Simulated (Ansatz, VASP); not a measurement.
## One calculation of Al2Pt, two programs

```
Al Pt
1.0
     0.00000    3.06048    3.06048
     3.06048    0.00000    3.06048
     3.06048    3.06048    0.00000
Al Pt
2 1
Direct
  0.25000 0.25000 0.25000
  0.75000 0.75000 0.75000
  0.00000 0.00000 0.00000
```

Alike in both runs: functional PBE; k mesh 11 × 11 × 11; occupations fermi-dirac, width 0.05 eV; no spin polarisation.

Ansatz relaxed the structure, and its values are those at the end. VASP's run is a single point on that final structure, the one shown.

|  | VASP | Ansatz |
| --- | --- | --- |
| version | VASP 6.6.1 | Ansatz 0.2.0 |
| potentials or method | VASP PAW PBE potentials, release 64 (Al, Pt), cutoff 520 eV | all-electron LAPW, non-relativistic |

Ansatz gave:

```
pressure (GPa) : 0.0
```

What did VASP give for the same quantities?

Pressure (GPa): -9.3.

One of these differences is far larger than is usual between the two programs; its cause wasn't traced. Ansatz ran all-electron here, and VASP with PAW potentials.

Spin-orbit coupling is off throughout.
